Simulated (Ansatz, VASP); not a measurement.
**Two plane-wave programs on WS2**

```xyz
6
Lattice="3.1543 0.0000 0.0000 -1.5771 2.7317 0.0000 0.0000 0.0000 12.1418" Properties=species:S:1:pos:R:3 pbc="T T T"
W     0.0000    1.8211    3.0354
W     1.5771    0.9106    9.1063
S     0.0000    1.8211    7.5316
S     1.5771    0.9106    1.4607
S     0.0000    1.8211   10.6810
S     1.5771    0.9106    4.6102
```

Alike in both runs: functional PBE; dispersion D3(BJ); k mesh 12 × 12 × 2; occupations gaussian, width 0.02 eV; no spin polarisation.

Ansatz relaxed the structure, and its values are those at the end. VASP's run is a single point on that final structure, the one shown.

```csv
,VASP,Ansatz
version,VASP 6.6.1,Ansatz 0.2.0
potentials or method,"VASP PAW PBE potentials, release 64 (W_sv, S), cutoff 520 eV","scalar-relativistic, plane waves, PAW"
valence electrons in the cell,52,52
```

|  | VASP | Ansatz | Ansatz less VASP |
| --- | --- | --- | --- |
| gap on the k mesh at the Fermi level (eV) | 0.91 | 0.89 | -0.016 |
| least direct gap on the mesh (eV) | 1.83 | 1.83 | -0.002 |
| pressure (GPa) | -0.1 | 0.0 | +0.05 |

Spin-orbit coupling is off throughout.
